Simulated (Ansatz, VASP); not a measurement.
**Si3N4: VASP beside Ansatz**

```xyz
14
Lattice="-3.2452 3.2452 3.2452 3.2452 -3.2452 3.2452 3.2452 3.2452 -3.2452" Properties=species:S:1:pos:R:3 pbc="T T T"
Si    1.6226    2.4339    0.0000
Si    0.0000    1.6226    2.4339
Si    0.0000    4.8678    0.8113
Si    2.4339    0.0000    1.6226
Si    0.8113    0.0000    4.8678
Si    4.8678    0.8113    0.0000
N    -1.4191    1.8261    1.4191
N    -0.2035    0.2035    3.4487
N     3.0417    3.0417    3.0417
N     3.4487   -0.2035    0.2035
N     1.4191    1.4191    1.4191
N     1.8261    1.4191   -1.4191
N     0.2035    3.4487   -0.2035
N     1.4191   -1.4191    1.8261
```

Alike in both runs: functional PBE; k mesh 6 × 6 × 6; occupations gaussian, width 0.02 eV; no spin polarisation.

Ansatz relaxed the structure, and its values are those at the end. VASP's run is a single point on that final structure, the one shown.

|  | VASP | Ansatz |
| --- | --- | --- |
| version | VASP 6.6.1 | Ansatz 0.2.0 |
| potentials or method | VASP PAW PBE potentials, release 64 (Si, N), cutoff 520 eV | scalar-relativistic, plane waves, PAW |
| valence electrons in the cell | 64 | 64 |

Ansatz gave:

```
gap on the k mesh at the Fermi level (eV) : 4.04
least direct gap on the mesh (eV)         : 4.23
pressure (GPa)                            : 0.0
```

Problem. Estimate VASP's values.

Solution. gap on the k mesh at the Fermi level (eV): 4.04; least direct gap on the mesh (eV): 4.22; pressure (GPa): -0.3.
